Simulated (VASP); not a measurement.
# Sn (I4_1/amd) in VASP: settings compared

The runs below take Sn through single point, with PBE, r2SCAN, r2SCAN0.

Everything below comes from runs of VASP 6.6.1. Logs are shortened: lines on timing, memory, paths and dates and some standing lists are left out, and cuts for length are marked.

### Step 1. The cell of the first run

It takes space group I4_1/amd (No. 141, tetragonal). Conventional cell: a = 5.880 Å, b = 5.880 Å, c = 3.199 Å, α = 90.00°, β = 90.00°, γ = 90.00°. Sn (site symmetry -4m2) has 10 Sn at 3.05 to 3.79 Å within 4.0 Å.

### Step 2. Single point, PBE

INCAR

```
ALGO = Normal
EDIFF = 1E-6
ENCUT = 520
GGA = PE
ISIF = 2
ISMEAR = 0
LASPH = True
LCHARG = False
LREAL = False
LWAVE = False
NBANDS = 21
NELM = 80
PREC = Accurate
SIGMA = 0.023
```

KPOINTS

```
k-points
0
Gamma
  9 9 9
```

POSCAR

```
Sn
1.0
   -2.9401404553      2.9401404553      1.5993019889
    2.9401404553     -2.9401404553      1.5993019889
    2.9401404553      2.9401404553     -1.5993019889
Sn
2
Direct
    0.0000000000      0.0000000000      0.0000000000
    0.7500000000      0.2500000000      0.5000000000
```

Potentials or basis: VASP PAW PBE potentials, release 64 (Sn_d).

Run with:

```sh
$ cat potpaw_PBE.64/Sn_d/POTCAR > POTCAR
$ mpirun -np 1 vasp_std > vasp.out
```

OUTCAR:

```text
EDIFF = 1E-6
   ENCUT = 520
   GGA = PE
   ISIF = 2
   ISMEAR = 0
   LASPH = True
   LREAL = False
   NELM = 80
   PREC = Accurate

 ion  position               nearest neighbor table
   1  0.000  0.000  0.000-   2 3.05   2 3.05   2 3.05   2 3.05
   2  0.750  0.250  0.500-   1 3.05   1 3.05   1 3.05   1 3.05

  LATTYP: Found a body centered tetragonal cell.
 ALAT       =     5.8802809106
 C/A-ratio  =     0.5439542815

  Lattice vectors:

 A1 = (  -2.9401404553,   2.9401404553,   1.5993019889)
 A2 = (   2.9401404553,  -2.9401404553,   1.5993019889)
 A3 = (   2.9401404553,   2.9401404553,  -1.5993019889)

Analysis of symmetry for initial positions (statically):
=====================================================================
 Subroutine PRICEL returns:
 Original cell was already a primitive cell.

 Routine SETGRP: Setting up the symmetry group for a
 body centered tetragonal supercell.

 Subroutine GETGRP returns: Found 16 space group operations
 (whereof  8 operations were pure point group operations)
 out of a pool of 16 trial point group operations.

The static configuration has the point symmetry D_2d.
 The point group associated with its full space group is D_4h.

Analysis of symmetry for dynamics (positions and initial velocities):
=====================================================================
 Subroutine PRICEL returns:
 Original cell was already a primitive cell.

 Routine SETGRP: Setting up the symmetry group for a
 body centered tetragonal supercell.

 Subroutine GETGRP returns: Found 16 space group operations
 (whereof  8 operations were pure point group operations)
 out of a pool of 16 trial point group operations.

The dynamic configuration has the point symmetry D_2d.
 The point group associated with its full space group is D_4h.

 Subroutine INISYM returns: Found 16 space group operations
 (whereof  8 operations are pure point group operations),
 and found     1 'primitive' translations

----------------------------------------------------------------------------------------

                                     Primitive cell

  volume of cell :      55.3002

  direct lattice vectors                    reciprocal lattice vectors
    -2.940140455  2.940140455  1.599301989     0.000000000  0.170059903  0.312636390
     2.940140455 -2.940140455  1.599301989     0.170059903  0.000000000  0.312636390
     2.940140455  2.940140455 -1.599301989     0.170059903  0.170059903  0.000000000
[... 76 lines left out ...]
   ISTART =      0    job   : 0-new  1-cont  2-samecut
   ICHARG =      2    charge: 1-file 2-atom 10-const
   ISPIN  =      1    spin polarized calculation?
   LNONCOLLINEAR =      F non collinear calculations
   LSORBIT =      F    spin-orbit coupling
   LASPH  =      T    aspherical Exc in radial PAW
   ENCUT  =  520.0 eV  38.22 Ry    6.18 a.u.   8.28  8.28  8.28*2*pi/ulx,y,z
   NELM   =     80;   NELMIN=  2; NELMDL= -5     # of ELM steps
   EDIFF  = 0.1E-05   stopping-criterion for ELM
   LREAL  =      F    real-space projection
   EDIFFG = 0.1E-04   stopping-criterion for IOM
   NSW    =      0    number of steps for IOM
   IBRION =     -1    ionic relax: 0-MD 1-quasi-New 2-CG
   NFREE  =      0    steps in history (QN), initial steepest desc. (CG)
   ISIF   =      2    stress and relaxation
   ISYM   =      2    0-nonsym 1-usesym 2-fastsym
   POTIM  = 0.5000    time-step for ionic-motion
   TEBEG  =    0.0;   TEEND  =   0.0 temperature during run
   PSTRESS=    0.0 pullay stress
   NELECT =      28.0000    total number of electrons
   NUPDOWN=      -1.0000    fix difference up-down
   EMIN   =  10.00;   EMAX   =-10.00  energy-range for DOS
   EFERMI =   0.00;   METHOD = LEGACY
   ISMEAR =     0;   SIGMA  =   0.02  broadening in eV -4-tet -1-fermi 0-gaus
   EFERMI_NEDOS =   21; number of points for ismear=-14 and -15
   IALGO  =     38    algorithm
   IMIX   =      4    mixing-type and parameters
     AMIX     =   0.40;   BMIX     =  1.00
     AMIX_MAG =   1.60;   BMIX_MAG =  1.00
  volume/ion in A,a.u.               =      27.65       186.59
  Fermi-wavevector in a.u.,A,eV,Ry     =   1.304824  2.465760 23.164816  1.702566
  Thomas-Fermi vector in A             =   2.435734
   LORBIT       =      0    0 simple, 1 ext, 2 COOP (PROOUT), +10 PAW based schemes
   GGA     = PE    functional components
   LHFCALC =     F    Hartree Fock is set to
   AEXX    =    0.0000 exact exchange contribution
   IVDW    =     0    specifies the selected vdW correction
   LEPSILON=     F    determine dielectric tensor
   LRPA    =     F    only Hartree local field effects (RPA)
 non-spin polarized calculation
 Gauss-broadening in eV      SIGMA  =   0.02
  energy-cutoff  :      520.00
  volume of cell :       55.30
 maximum number of plane-waves:      1507
 NGX is ok and might be reduce to    36
   NGX = 17   NGY = 17   NGZ = 17

 number of electron      27.9999989 magnetization

 Free energy of the ion-electron system (eV)
  ---------------------------------------------------
  ext. energy  EPLUGINS =         0.00000000
  ---------------------------------------------------
  free energy    TOTEN  =        -7.59718129 eV

  energy without entropy =       -7.59673240  energy(sigma->0) =       -7.59695685

 E-fermi :   7.7529     XC(G=0): -10.2172

 val. band max:        7.7389277193   @ k =   0.4444   0.3333   0.0000
 cond. band min:       7.7579524210   @ k =  -0.2222  -0.2222   0.1111
 fundamental gap:      0.0190247017
 Fermi energy:         7.7529461480

 k-point     1 :       0.0000    0.0000    0.0000
  band No.  band energies     occupation
      1     -13.8841      2.00000
      2     -13.8068      2.00000
      3     -13.7638      2.00000
      4     -13.7543      2.00000
      5     -13.6126      2.00000
      6     -13.6126      2.00000
[... 565 lines left out ...]
     20      18.4363      0.00000
     21      18.9035      0.00000

 [... further k-points ...]
[... 5 lines left out ...]
  --------------------------------------------------------------------------------------
  -------------------------------------------------------------------------------------
  Total        0.5098447      0.5098447      0.4031985      0.0000000      0.0000000      0.0000000
  in kB       14.7714070     14.7714070     11.6816155      0.0000000      0.0000000      0.0000000
  external PRESSURE =      13.7414765 kB  Pullay stress =       0.0000000 kB

 VOLUME and BASIS-vectors are now :
 -----------------------------------------------------------------------------
  energy-cutoff  :      520.00
  volume of cell :       55.30
      direct lattice vectors                 reciprocal lattice vectors
    -2.940140455  2.940140455  1.599301989     0.000000000  0.170059903  0.312636390
     2.940140455 -2.940140455  1.599301989     0.170059903  0.000000000  0.312636390
     2.940140455  2.940140455 -1.599301989     0.170059903  0.170059903  0.000000000

 POSITION                                       TOTAL-FORCE (eV/Angst)
 -----------------------------------------------------------------------------------
      0.00000      0.00000      0.00000         0.000000     -0.000000     -0.000000
      0.00000      2.94014      0.79965        -0.000000      0.000000      0.000000
 -----------------------------------------------------------------------------------
    total drift:                               -0.000000      0.000000     -0.000000

  FREE ENERGIE OF THE ION-ELECTRON SYSTEM (eV)
  ---------------------------------------------------
  free  energy   TOTEN  =        -7.5971812890 eV

  energy  without entropy=       -7.5967324039  energy(sigma->0) =       -7.59695685
```

stdout:

```text
POSCAR found type information on POSCAR Sn
 POSCAR found :  1 types and       2 ions
 scaLAPACK will be used
 LDA part: xc-table for (Slater+PW92), standard interpolation
 POSCAR, INCAR and KPOINTS ok, starting setup
 FFT: planning ... GRIDC
 FFT: planning ... GRID_SOFT
 FFT: planning ... GRID
 WAVECAR not read
 entering main loop
```

Wall time 60 s (1 thread of Intel Xeon Platinum 8488C (Sapphire Rapids), shared host); peak memory 0.23 GiB.

What came out:

* Free energy: -7.5972 eV
* Pressure: 1.4 GPa
* Band gap on the k mesh: zero (bands 14 and 15 overlap by 3.97 eV)

Stress tensor (GPa, compression positive):
```
1.48 0.00 0.00
0.00 1.48 0.00
0.00 0.00 1.17
```

Caveat: spin-orbit coupling is left out, which moves the levels of the heavy elements.

### Step 3. Single point, PBE

INCAR

```
SYSTEM = Sn
  PREC = Accurate
  ENCUT = 520
  EDIFF = 1E-6
  ISMEAR = 0
  SIGMA = 0.024
  LREAL = .False.
  LASPH = .True.
  NELM = 100
  ALGO = Fast
  ISIF = 2
  LWAVE = .False.
  LCHARG = .False.
  GGA = PE
  NBANDS = 21
```

KPOINTS

```
regular mesh
0
Gamma
  9 9 9
  0 0 0
```

POSCAR is that of step 2.

Potentials or basis: VASP PAW PBE potentials, release 64 (Sn_d).

Run with:

```sh
$ cat potpaw_PBE.64/Sn_d/POTCAR > POTCAR
$ mpirun -np 1 vasp_std > vasp.out
```

OUTCAR:

```text
SYSTEM = Sn
   PREC = Accurate
   ENCUT = 520
   EDIFF = 1E-6
   ISMEAR = 0
   LREAL = .False.
   LASPH = .True.
   NELM = 100
   ISIF = 2
   GGA = PE

 ion  position               nearest neighbor table
   1  0.000  0.000  0.000-   2 3.05   2 3.05   2 3.05   2 3.05
   2  0.750  0.250  0.500-   1 3.05   1 3.05   1 3.05   1 3.05

  LATTYP: Found a body centered tetragonal cell.
 ALAT       =     5.8802809106
 C/A-ratio  =     0.5439542815

  Lattice vectors:

 A1 = (  -2.9401404553,   2.9401404553,   1.5993019889)
[... 193 lines left out ...]
      4     -13.7543      2.00000
      5     -13.6126      2.00000
      6     -13.6126      2.00000
[... 565 lines left out ...]
     20      18.4365      0.00000
     21      18.9039      0.00000

 [... further k-points ...]
[... 5 lines left out ...]
  --------------------------------------------------------------------------------------
  -------------------------------------------------------------------------------------
  Total        0.5093033      0.5093033      0.3981758      0.0000000     -0.0000000      0.0000000
  in kB       14.7557219     14.7557219     11.5360943      0.0000000     -0.0000000      0.0000000
  external PRESSURE =      13.6825127 kB  Pullay stress =       0.0000000 kB

 VOLUME and BASIS-vectors are now :
 -----------------------------------------------------------------------------
  energy-cutoff  :      520.00
  volume of cell :       55.30
      direct lattice vectors                 reciprocal lattice vectors
    -2.940140455  2.940140455  1.599301989     0.000000000  0.170059903  0.312636390
     2.940140455 -2.940140455  1.599301989     0.170059903  0.000000000  0.312636390
     2.940140455  2.940140455 -1.599301989     0.170059903  0.170059903  0.000000000

 POSITION                                       TOTAL-FORCE (eV/Angst)
 -----------------------------------------------------------------------------------
      0.00000      0.00000      0.00000         0.000000      0.000000      0.000000
      0.00000      2.94014      0.79965        -0.000000     -0.000000     -0.000000
 -----------------------------------------------------------------------------------
    total drift:                               -0.000000      0.000000     -0.000000

  FREE ENERGIE OF THE ION-ELECTRON SYSTEM (eV)
  ---------------------------------------------------
  free  energy   TOTEN  =        -7.5972009473 eV

  energy  without entropy=       -7.5967230793  energy(sigma->0) =       -7.59696201
```

OSZICAR:

```text
N       E                     dE             d eps       ncg     rms          rms(c)
DAV:   1     0.223128364692E+03    0.22313E+03   -0.14373E+04  3190   0.205E+03
DAV:   2     0.155973818254E+02   -0.20753E+03   -0.20312E+03  3165   0.457E+02
DAV:   3    -0.688706287396E+01   -0.22484E+02   -0.22339E+02  3680   0.135E+02
DAV:   4    -0.758698184434E+01   -0.69992E+00   -0.69954E+00  3575   0.263E+01
DAV:   5    -0.761567234401E+01   -0.28690E-01   -0.28690E-01  4471   0.503E+00    0.230E+00
RMM:   6    -0.760042505394E+01    0.15247E-01   -0.27539E-02  3839   0.200E+00    0.134E+00
RMM:   7    -0.759706481468E+01    0.33602E-02   -0.21364E-02  3796   0.168E+00    0.148E-01
RMM:   8    -0.759707296054E+01   -0.81459E-05   -0.30668E-03  4181   0.641E-01    0.551E-02
RMM:   9    -0.759719020977E+01   -0.11725E-03   -0.10650E-03  5048   0.262E-01    0.240E-02
RMM:  10    -0.759719811767E+01   -0.79079E-05   -0.82304E-05  4488   0.921E-02    0.737E-03
RMM:  11    -0.759720105433E+01   -0.29367E-05   -0.35185E-05  4930   0.496E-02    0.568E-03
RMM:  12    -0.759720094727E+01    0.10706E-06   -0.37149E-06  2957   0.180E-02
   1 F= -.75972009E+01 E0= -.75969620E+01  d E =-.477868E-03
```

It took 73 s on 1 thread of Intel Xeon Platinum 8488C (Sapphire Rapids), shared host; peak memory 0.24 GiB.

What came out:

| Quantity | Value |
| --- | --- |
| Free energy | -7.5972 eV |
| Pressure | 1.4 GPa |
| Band gap on the k mesh | zero (bands 14 and 15 overlap by 3.97 eV) |

Levels at points of the mesh, in eV from the Fermi level:
```tsv
k point	band 11	band 12	band 13	band 14	band 15	band 16	band 17	band 18
(0.00, 0.00, 0.00)	-11.00	-3.71	-1.94	-1.94	2.99	6.11	6.11	6.74
```

Caveat: spin-orbit coupling is left out, which moves the levels of the heavy elements.

### Step 4. Single point, r2SCAN, non-collinear spin, zero start, spin-orbit coupling

POSCAR is that of step 3.

INCAR.step1

```
SYSTEM = Sn
PREC = Accurate
ENCUT = 520
ISMEAR = -1
SIGMA = 0.05
LREAL = .FALSE.
LASPH = .TRUE.
NELM = 150
MAGMOM = 0 0 0 0 0 0
LSORBIT = .TRUE.
GGA_COMPAT = .FALSE.
NBANDS = 40
GGA = PE
ALGO = Normal
EDIFF = 1E-4
LWAVE = .TRUE.
LCHARG = .FALSE.
```

INCAR.step2

```
SYSTEM = Sn
PREC = Accurate
ENCUT = 520
EDIFF = 1E-6
ISMEAR = -1
SIGMA = 0.05
LREAL = .FALSE.
LASPH = .TRUE.
NELM = 150
ALGO = Normal
ISIF = 2
LWAVE = .FALSE.
LCHARG = .FALSE.
MAGMOM = 0 0 0 0 0 0
LORBIT = 11
LSORBIT = .TRUE.
GGA_COMPAT = .FALSE.
LORBMOM = .TRUE.
METAGGA = R2SCAN
LMIXTAU = .TRUE.
NBANDS = 40
ISTART = 1
```

KPOINTS

```
Automatic mesh
0
G
  7 7 7
  0 0 0
```

Run with:

```sh
$ cat potpaw_PBE.64/Sn_d/POTCAR > POTCAR
$ cp INCAR.step1 INCAR
$ mpirun -np 1 vasp_ncl > vasp.out
$ cp INCAR.step2 INCAR
$ mpirun -np 1 vasp_ncl > vasp.out
```

Run time: 13 min. Hardware: 1 thread of Intel Xeon Platinum 8488C (Sapphire Rapids), shared host; peak memory 0.52 GiB.

Results (log left out):

* Free energy: -49.3825 eV
* Pressure: -0.4 GPa
* Net moment: 0.00 μB per cell
* Valence electrons inside the program's atomic spheres: Sn 12.23

Stress tensor (GPa, compression positive):
```
-0.71  0.00  0.00
 0.00 -0.71  0.00
 0.00  0.00  0.37
```

Moments on the atoms (μB; x, y, z):
```
Sn  0.00 0.00 0.00
Sn  0.00 0.00 0.00
```

Caveat: the PAW data sets were made with another functional, which shifts forces and pressure a little.

### Step 5. Single point, r2SCAN0

This run uses another cell than the first one, of 28.76 Å³/atom.

POSCAR

```
Sn
1.0
   -2.9788309508      2.9788309508      1.6203478496
    2.9788309508     -2.9788309508      1.6203478496
    2.9788309508      2.9788309508     -1.6203478496
Sn
2
Direct
    0.0000000000      0.0000000000      0.0000000000
    0.7500000000      0.2500000000      0.5000000000
```

INCAR.step1

```
ALGO     = Normal         # electronic algorithm
EDIFF    = 1E-5           # SCF threshold, eV
ENCUT    = 520            # plane-wave cutoff, eV
GGA      = PE             # functional
ISIF     = 2              # what is computed and relaxed
ISMEAR   = -1             # smearing method
LASPH    = True           # aspherical terms in the spheres
LREAL    = False          # projectors in reciprocal space
LWAVE    = True           # write WAVECAR
NBANDS   = 21             # bands
NELM     = 100            # most SCF steps
PREC     = Accurate       # precision mode
SIGMA    = 0.05           # smearing width, eV
```

INCAR.step2

```
AEXX     = 0.25           # exact-exchange fraction
ALGO     = Normal         # electronic algorithm
EDIFF    = 1E-7           # SCF threshold, eV
ENCUT    = 520            # plane-wave cutoff, eV
ISIF     = 2              # what is computed and relaxed
ISMEAR   = -1             # smearing method
ISTART   = 1            
LASPH    = True           # aspherical terms in the spheres
LCHARG   = True           # write CHGCAR
LELF     = True           # ELF
LHFCALC  = True           # exact exchange
LMIXTAU  = True         
LREAL    = False          # projectors in reciprocal space
LVHAR    = True         
LWAVE    = False          # write WAVECAR
METAGGA  = R2SCAN         # meta-GGA
NBANDS   = 21             # bands
NELM     = 100            # most SCF steps
PREC     = Accurate       # precision mode
PRECFOCK = Normal       
SIGMA    = 0.05           # smearing width, eV
```

KPOINTS

```
k-points
0
Gamma
  5 5 5
```

Run with:

```sh
$ cat potpaw_PBE.64/Sn_d/POTCAR > POTCAR
$ cp INCAR.step1 INCAR
$ mpirun -np 1 vasp_std > vasp.out
$ cp INCAR.step2 INCAR
$ mpirun -np 1 vasp_std > vasp.out
```

It took 2.8 h on 1 thread of Intel Xeon Platinum 8488C (Sapphire Rapids), shared host; peak memory 0.25 GiB.

Results (log left out):

```yaml
Free_energy: -41.1662 eV
Pressure: -3.1 GPa
Band_gap_on_the_k_mesh: zero (bands 14 and 15 overlap by 3.34 eV)
```

Stress tensor (GPa, compression positive):
```
-1.19  0.00  0.00
 0.00 -1.19  0.00
 0.00  0.00 -6.87
```

Levels at points of the mesh, in eV from the Fermi level:
| k point | band 12 | band 13 | band 14 | band 15 | band 16 | band 17 |
| --- | --- | --- | --- | --- | --- | --- |
| (0.00, 0.00, 0.00) | -4.31 | -2.42 | -2.42 | 4.08 | 7.37 | 7.37 |

Caveat: the k points lie up to 0.44 Å⁻¹ apart, too coarse for converged energies and pressures of a metal; the PAW data sets were made with another functional, which shifts forces and pressure a little; spin-orbit coupling is left out, which moves the levels of the heavy elements.

### Step 6. The runs side by side

```tsv
level	spin	cell	k mesh	smearing	grid for exact exchange (PRECFOCK)	share of exact exchange	gap on the mesh (eV)	pressure (GPa)
PBE	off	a = 4.455 Å, angles 97.4, 97.4, 137.9°, 2 atoms	9 × 9 × 9	gaussian 0.023 eV	-	-	none	1.4
PBE	off	a = 4.455 Å, angles 97.4, 97.4, 137.9°, 2 atoms	9 × 9 × 9	gaussian 0.024 eV	-	-	none	1.4
r2SCAN	non-collinear, zero start, SOC	a = 4.455 Å, angles 97.4, 97.4, 137.9°, 2 atoms	7 × 7 × 7	fermi-dirac 0.05 eV	-	-	-	-0.4
r2SCAN0	off	a = 4.514 Å, angles 97.4, 97.4, 137.9°, 2 atoms	5 × 5 × 5	fermi-dirac 0.05 eV	Normal	0.25	none	-3.1
```

Alike in all rows: task single point; potentials or basis VASP PAW PBE potentials, release 64 (Sn_d); cutoff (eV) 520.

Caveats: some runs use coarse meshes; spin-orbit coupling is left out, which moves the levels of the heavy elements (at least some runs); the PAW data sets were made with another functional, which shifts forces and pressure a little (at least some runs).

Total energies depend on the potentials used, so only differences within one code and one set of settings carry meaning.

The gap in the log of VASP goes by the Fermi energy; the results here count the filled bands.